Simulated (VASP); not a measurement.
# MgO in VASP: single point with r2SCAN

Aim: the single point of MgO with r2SCAN.

Everything below comes from runs of VASP 6.6.1. Logs are shortened: lines on timing, memory, paths and dates and some standing lists are left out, and cuts for length are marked.

## Step 1: The cell of the first run

The typed cell holds 4 atoms: a = 3.289 Å, b = 3.289 Å, c = 5.031 Å, α = 90.00°, β = 90.00°, γ = 120.00°.

## Step 2: Single point, r2SCAN

Contents of POSCAR:

```
MgO
1.0
    3.2893597793     -0.0000299103      0.0000298430
   -1.6447057927      2.8488133974      0.0000239109
    0.0000456630      0.0000686096      5.0310991990
Mg O
2 2
Direct
    0.3333300476      0.6666743508      0.0048092615
    0.6666647609      0.3333152382      0.5048083972
    0.3333502000      0.6666788650      0.3997923868
    0.6666549915      0.3333315459      0.8997899545
```

Contents of INCAR.step1:

```
  ALGO = Normal
  EDIFF = 1E-4
  ENCUT = 520
  GGA = PE
  ISMEAR = 0
  LASPH = True
  LCHARG = False
  LREAL = False
  LWAVE = True
  NBANDS = 16
  NELM = 100
  PREC = Accurate
  SIGMA = 0.05
```

Contents of INCAR.step2:

```
  ALGO = Normal
  EDIFF = 1E-6
  ENCUT = 520
  ISIF = 2
  ISMEAR = 0
  ISTART = 1
  LASPH = True
  LCHARG = False
  LMIXTAU = True
  LREAL = False
  LWAVE = False
  METAGGA = R2SCAN
  NBANDS = 16
  NELM = 100
  PREC = Accurate
  SIGMA = 0.05
```

Contents of KPOINTS:

```
k-points
0
Gamma
  6 6 4
```

Potentials or basis: VASP PAW PBE potentials, release 64 (Mg, O).

Launch:

```bash
$ cat potpaw_PBE.64/Mg/POTCAR potpaw_PBE.64/O/POTCAR > POTCAR
$ cp INCAR.step1 INCAR
$ mpirun -np 1 vasp_std > vasp.out
$ cp INCAR.step2 INCAR
$ mpirun -np 1 vasp_std > vasp.out
```

OUTCAR:

```text
EDIFF = 1E-6
   ENCUT = 520
   ISIF = 2
   ISMEAR = 0
   ISTART = 1
   LASPH = True
   LREAL = False
   METAGGA = R2SCAN
   NELM = 100
   PREC = Accurate

 ion  position               nearest neighbor table
   1  0.333  0.667  0.005-   4 1.97   4 1.97   4 1.97   3 1.99   2 3.15   2 3.15   2 3.15   2 3.15
                             2 3.15   2 3.15
   2  0.667  0.333  0.505-   3 1.97   3 1.97   3 1.97   4 1.99   1 3.15   1 3.15   1 3.15   1 3.15
                             1 3.15   1 3.15
   3  0.333  0.667  0.400-   2 1.97   2 1.97   2 1.97   1 1.99
   4  0.667  0.333  0.900-   1 1.97   1 1.97   1 1.97   2 1.99

  LATTYP: Found a base centered monoclinic cell.
 ALAT       =    11.5634585433
 B/A-ratio  =     0.2844615880
 C/A-ratio  =     0.4350860239
 COS(beta)  =    -0.8701854834

  Lattice vectors:

 A1 = (  -1.6446996496,  -2.8488520967,  -5.0311529529)
 A2 = (   1.6446601297,  -2.8488820070,  -5.0311231099)
 A3 = (   0.0000456630,   0.0000686096,   5.0310991990)

Analysis of symmetry for initial positions (statically):
=====================================================================
 Subroutine PRICEL returns:
 Original cell was already a primitive cell.

 Routine SETGRP: Setting up the symmetry group for a
 base centered monoclinic supercell.

 Subroutine GETGRP returns: Found  1 space group operations
 (whereof  1 operations were pure point group operations)
 out of a pool of  4 trial point group operations.

The static configuration has the point symmetry C_1 .

Analysis of symmetry for dynamics (positions and initial velocities):
=====================================================================
 Subroutine PRICEL returns:
 Original cell was already a primitive cell.

 Routine SETGRP: Setting up the symmetry group for a
 base centered monoclinic supercell.

 Subroutine GETGRP returns: Found  1 space group operations
 (whereof  1 operations were pure point group operations)
 out of a pool of  4 trial point group operations.

The dynamic configuration has the point symmetry C_1 .

 Subroutine INISYM returns: Found  1 space group operations
 (whereof  1 operations are pure point group operations),
 and found     1 'primitive' translations

----------------------------------------------------------------------------------------

                                     Primitive cell

  volume of cell :      47.1450

  direct lattice vectors                    reciprocal lattice vectors
     3.289359779 -0.000029910  0.000029843     0.304012123  0.175515357 -0.000005153
    -1.644705793  2.848813397  0.000023911     0.000003192  0.351025185 -0.000004787
     0.000045663  0.000068610  5.031099199    -0.000001803 -0.000002709  0.198763722

  length of vectors
     3.289359780  3.289497670  5.031099200     0.351039900  0.351025185  0.198763722

  position of ions in fractional coordinates (direct lattice)
     0.333330048  0.666674351  0.004809262
     0.666664761  0.333315238  0.504808397
     0.333350200  0.666678865  0.399792387
     0.666654992  0.333331546  0.899789955

  ion indices of the primitive-cell ions
   primitive index   ion index
                 1           1
                 2           2
                 3           3
                 4           4

----------------------------------------------------------------------------------------

 KPOINTS: k-points

Automatic generation of k-mesh.
 Grid dimensions read from file:
 generate k-points for:    6    6    4

 Generating k-lattice:

  Cartesian coordinates                     Fractional coordinates (reciprocal lattice)
     0.050668687  0.029252559 -0.000000859     0.166666667  0.000000000  0.000000000
     0.000000532  0.058504198 -0.000000798     0.000000000  0.166666667 -0.000000000
    -0.000000451 -0.000000677  0.049690930    -0.000000000  0.000000000  0.250000000

  Length of vectors
     0.058506650  0.058504198  0.049690930

  Shift w.r.t. Gamma in fractional coordinates (k-lattice)
     0.000000000  0.000000000  0.000000000

 Subroutine IBZKPT returns following result:
 ===========================================

 Found     76 irreducible k-points:

 Following reciprocal coordinates:
            Coordinates               Weight
  0.000000  0.000000  0.000000      1.000000
  0.166667  0.000000  0.000000      2.000000
  0.333333  0.000000 -0.000000      2.000000
  0.500000  0.000000 -0.000000      1.000000
  0.000000  0.166667 -0.000000      2.000000
  0.166667  0.166667 -0.000000      2.000000
[... 16 lines left out ...]
 -0.166667 -0.000000  0.250000      2.000000
  0.333333 -0.000000  0.250000      2.000000
 [... further k-points ...]
   k-points           NKPTS =     76   k-points in BZ     NKDIM =     76   number of bands    NBANDS=     16
   number of dos      NEDOS =    301   number of ions     NIONS =      4
   total plane-waves  NPLWV =  23040
   dimension x,y,z NGX =    24 NGY =   24 NGZ =   40
   dimension x,y,z NGXF=    48 NGYF=   48 NGZF=   80
   ions per type =               2   2
   NGX,Y,Z   is equivalent  to a cutoff of  12.13, 12.13, 13.22 a.u.
   NGXF,Y,Z  is equivalent  to a cutoff of  24.26, 24.26, 26.43 a.u.
 SYSTEM =  unknown system
   PREC   = accura    normal or accurate (medium, high low for compatibility)
   ISTART =      1    job   : 0-new  1-cont  2-samecut
   ICHARG =      0    charge: 1-file 2-atom 10-const
   ISPIN  =      1    spin polarized calculation?
   LNONCOLLINEAR =      F non collinear calculations
   LSORBIT =      F    spin-orbit coupling
   LASPH  =      T    aspherical Exc in radial PAW
   ENCUT  =  520.0 eV  38.22 Ry    6.18 a.u.   6.12  6.12  9.35*2*pi/ulx,y,z
   NELM   =    100;   NELMIN=  2; NELMDL=  0     # of ELM steps
   EDIFF  = 0.1E-05   stopping-criterion for ELM
   LREAL  =      F    real-space projection
   EDIFFG = 0.1E-04   stopping-criterion for IOM
   NSW    =      0    number of steps for IOM
   IBRION =     -1    ionic relax: 0-MD 1-quasi-New 2-CG
   NFREE  =      0    steps in history (QN), initial steepest desc. (CG)
   ISIF   =      2    stress and relaxation
   ISYM   =      2    0-nonsym 1-usesym 2-fastsym
   POTIM  = 0.5000    time-step for ionic-motion
   TEBEG  =    0.0;   TEEND  =   0.0 temperature during run
   PSTRESS=    0.0 pullay stress
   NELECT =      16.0000    total number of electrons
   NUPDOWN=      -1.0000    fix difference up-down
   EMIN   =  10.00;   EMAX   =-10.00  energy-range for DOS
   EFERMI =   0.00;   METHOD = LEGACY
   ISMEAR =     0;   SIGMA  =   0.05  broadening in eV -4-tet -1-fermi 0-gaus
   EFERMI_NEDOS =   21; number of points for ismear=-14 and -15
   IALGO  =     38    algorithm
   IMIX   =      4    mixing-type and parameters
     AMIX     =   0.40;   BMIX     =  1.00
     AMIX_MAG =   1.60;   BMIX_MAG =  1.00
  volume/ion in A,a.u.               =      11.79        79.54
  Fermi-wavevector in a.u.,A,eV,Ry     =   1.141921  2.157918 17.741782  1.303984
  Thomas-Fermi vector in A             =   2.278620
   LORBIT       =      0    0 simple, 1 ext, 2 COOP (PROOUT), +10 PAW based schemes
   METAGGA = R2SCAN    functional components
   LHFCALC =     F    Hartree Fock is set to
   AEXX    =    0.0000 exact exchange contribution
   IVDW    =     0    specifies the selected vdW correction
   LEPSILON=     F    determine dielectric tensor
   LRPA    =     F    only Hartree local field effects (RPA)
 non-spin polarized calculation
 Gauss-broadening in eV      SIGMA  =   0.05
  energy-cutoff  :      520.00
  volume of cell :       47.15
 maximum number of plane-waves:      1284
   NGX = 13   NGY = 13   NGZ = 19

 number of electron      16.0000007 magnetization

 Free energy of the ion-electron system (eV)
  ---------------------------------------------------
  ext. energy  EPLUGINS =         0.00000000
  ---------------------------------------------------
  free energy    TOTEN  =       -31.85530803 eV

  energy without entropy =      -31.85530803  energy(sigma->0) =      -31.85530803

 E-fermi :   0.9366     XC(G=0): -10.2035

 val. band max:        0.6779243670   @ k =   0.0000   0.0000   0.0000
 cond. band min:       4.8813326449   @ k =   0.0000   0.0000   0.0000
 fundamental gap:      4.2034082780
 Fermi energy:         0.9365985749

 k-point     1 :       0.0000    0.0000    0.0000
  band No.  band energies     occupation
      1     -16.4792      2.00000
      2     -15.7164      2.00000
      3      -2.5688      2.00000
      4      -0.0188      2.00000
      5      -0.0185      2.00000
      6       0.2966      2.00000
[... 8 lines left out ...]
     15      18.4018      0.00000
     16      18.4025      0.00000

 k-point     2 :       0.1667    0.0000    0.0000
  band No.  band energies     occupation
      1     -16.3482      2.00000
      2     -15.6722      2.00000
      3      -2.3018      2.00000
      4      -0.6888      2.00000
      5      -0.3370      2.00000
      6      -0.1835      2.00000
[... 8 lines left out ...]
     15      17.4440      0.00000
     16      17.6984      0.00000

 k-point     3 :       0.3333    0.0000   -0.0000
  band No.  band energies     occupation
      1     -16.0487      2.00000
      2     -15.6088      2.00000
      3      -1.8886      2.00000
      4      -1.6044      2.00000
      5      -1.1288      2.00000
      6      -0.4428      2.00000
[... 8 lines left out ...]
     15      16.3068      0.00000
     16      17.5361      0.00000

 k-point     4 :       0.5000    0.0000   -0.0000
  band No.  band energies     occupation
      1     -15.8518      2.00000
      2     -15.6178      2.00000
      3      -2.3691      2.00000
      4      -1.4911      2.00000
      5      -1.0340      2.00000
      6      -0.5558      2.00000
[... 8 lines left out ...]
     15      16.0184      0.00000
     16      17.9248      0.00000
[... 324 lines left out ...]
 k-point    22 :       0.1667    0.0000    0.2500
  band No.  band energies     occupation
      1     -16.2534      2.00000
      2     -15.7757      2.00000
      3      -2.0838      2.00000
      4      -0.8280      2.00000
      5      -0.3748      2.00000
      6      -0.1171      2.00000
[... 8 lines left out ...]
     15      17.3208      0.00000
     16      17.3457      0.00000

 k-point    23 :      -0.1667   -0.0000    0.2500
  band No.  band energies     occupation
      1     -16.2534      2.00000
      2     -15.7757      2.00000
      3      -2.0837      2.00000
      4      -0.8280      2.00000
      5      -0.3748      2.00000
      6      -0.1171      2.00000
[... 8 lines left out ...]
     15      17.3206      0.00000
     16      17.3457      0.00000

 k-point    24 :       0.3333   -0.0000    0.2500
  band No.  band energies     occupation
      1     -15.9837      2.00000
      2     -15.6725      2.00000
      3      -2.1358      2.00000
      4      -1.6932      2.00000
      5      -0.7834      2.00000
      6      -0.3508      2.00000
[... 8 lines left out ...]
     15      16.3724      0.00000
     16      17.4046      0.00000

 [... further k-points ...]

------------------------ aborting loop because EDIFF is reached ----------------------------------------

  FORCE on cell =-STRESS in cart. coord.  units (eV):
  Direction    XX          YY          ZZ          XY          YZ          ZX
  --------------------------------------------------------------------------------------
  -------------------------------------------------------------------------------------
  Total       -0.1793126     -0.1800799     -0.1410496      0.0002938     -0.0003767     -0.0004087
  in kB       -6.0937614     -6.1198378     -4.7934302      0.0099857     -0.0128011     -0.0138876
  external PRESSURE =      -5.6690098 kB  Pullay stress =       0.0000000 kB

 VOLUME and BASIS-vectors are now :
 -----------------------------------------------------------------------------
  energy-cutoff  :      520.00
  volume of cell :       47.15
      direct lattice vectors                 reciprocal lattice vectors
     3.289359779 -0.000029910  0.000029843     0.304012123  0.175515357 -0.000005153
    -1.644705793  2.848813397  0.000023911     0.000003192  0.351025185 -0.000004787
     0.000045663  0.000068610  5.031099199    -0.000001803 -0.000002709  0.198763722

 POSITION                                       TOTAL-FORCE (eV/Angst)
 -----------------------------------------------------------------------------------
     -0.00004      1.89922      0.02422         0.000041     -0.000025      0.000686
      1.64472      0.94957      2.53977        -0.000186      0.000414      0.000775
      0.00004      1.89926      2.01142         0.000020     -0.000343     -0.000839
      1.64468      0.94964      4.52696         0.000126     -0.000045     -0.000623
 -----------------------------------------------------------------------------------
    total drift:                               -0.000001     -0.000004     -0.017251

  FREE ENERGIE OF THE ION-ELECTRON SYSTEM (eV)
  ---------------------------------------------------
  free  energy   TOTEN  =       -31.8553080309 eV

  energy  without entropy=      -31.8553080309  energy(sigma->0) =      -31.85530803
```

Run time: 90 s. Hardware: 1 thread of AMD EPYC 9R45 (Zen 5), shared host; peak memory 0.17 GiB.

Results:

| Item | Value |
| --- | --- |
| Free energy | -31.8553 eV |
| Pressure | -0.6 GPa |
| Band gap on the k mesh | 4.20 eV |

Caveat: the PAW data sets were made with another functional, which shifts forces and pressure a little.
